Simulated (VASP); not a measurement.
A run of VASP 6.6.1 is set up as follows.

File INCAR:

```
SYSTEM = B2P3
ALGO = Normal ; EDIFF = 1E-6
ENCUT = 520 ; GGA = PE
ISIF = 2 ; ISMEAR = 0
LASPH = .True. ; LCHARG = .True.
LELF = .True. ; LREAL = .False.
LVHAR = .True. ; LWAVE = .False.
NBANDS = 18 ; NELM = 60
PREC = Accurate ; SIGMA = 0.1
```

KPOINTS

```
k-points
0
Gamma
  6 6 6
  0 0 0
```

The input POSCAR:

```
B2P3
1.0
    5.3080629908      0.0000000000      0.0000000000
   -2.6540314954      4.5969173949      0.0000000000
    0.0000000000      0.0000000000      2.9920403386
B P
2 3
Direct
    0.3333333333      0.6666666667      0.0000000000
    0.6666666667      0.3333333333      0.0000000000
    0.5000000000      0.0000000000      0.5000000000
    0.0000000000      0.5000000000      0.5000000000
    0.5000000000      0.5000000000      0.5000000000
```

Potentials or basis: VASP PAW PBE potentials, release 64 (B, P).

The run is started by

```bash
$ cat potpaw_PBE.64/B/POTCAR potpaw_PBE.64/P/POTCAR > POTCAR
$ mpirun -np 1 vasp_std > vasp.out
```

Q: Estimate the pressure.

A: -0.2 GPa.
